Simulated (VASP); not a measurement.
Crystal: AlN (wurtzite type).

```
Al N
1.0
     3.04869    0.00000    0.00000
    -1.52435    2.64025    0.00000
     0.00000    0.00000    4.96937
Al N
2 2
Cartesian
  0.0000 1.7602 0.0000
  1.5243 0.8801 2.4847
  0.0000 1.7602 1.8685
  1.5243 0.8801 4.3532
```

```yaml
Program: VASP 6.6.1
Task: relaxation of cell and atoms
Functional: PBE
Potentials_or_basis: VASP PAW PBE potentials, release 64 (Al, N)
Cutoff: 600 eV
k_mesh: 13 × 13 × 7
Occupations: fermi-dirac, width 0.05 eV
Spin: no spin polarisation
```

At the start: pressure 13.5 GPa; volume 10.00 Å³/atom.

Question: Where does the relaxation end?

Answer: Over 9 steps the energy falls by 27.7 meV/atom and the volume is 10.63 Å³/atom (+6.3 %); space group P6_3mc (No. 186, to 0.1 Å) before and after.

Step by step:
```csv
step,energy change (eV),largest force (eV/Å),pressure (GPa),volume (Å³)
1,0.0000,0.1860,13.52,40.00
2,-0.0248,0.0404,-10.12,45.08
3,-0.1071,0.1065,-0.33,42.60
4,-0.1071,0.1080,-0.09,42.55
5,-0.1100,0.0528,0.04,42.51
6,-0.1109,0.0078,0.13,42.48
7,-0.1109,0.0056,0.14,42.48
8,-0.1109,0.0049,-0.14,42.53
9,-0.1109,0.0005,0.00,42.50
```

Final structure:
```
CELL_PARAMETERS angstrom
3.12827 0.00000 0.00000
-1.56413 2.70916 0.00000
0.00000 0.00000 5.01525
ATOMIC_POSITIONS crystal
Al 0.33333 0.66667 0.99724
Al 0.66667 0.33333 0.49724
N 0.33333 0.66667 0.37876
N 0.66667 0.33333 0.87876
```
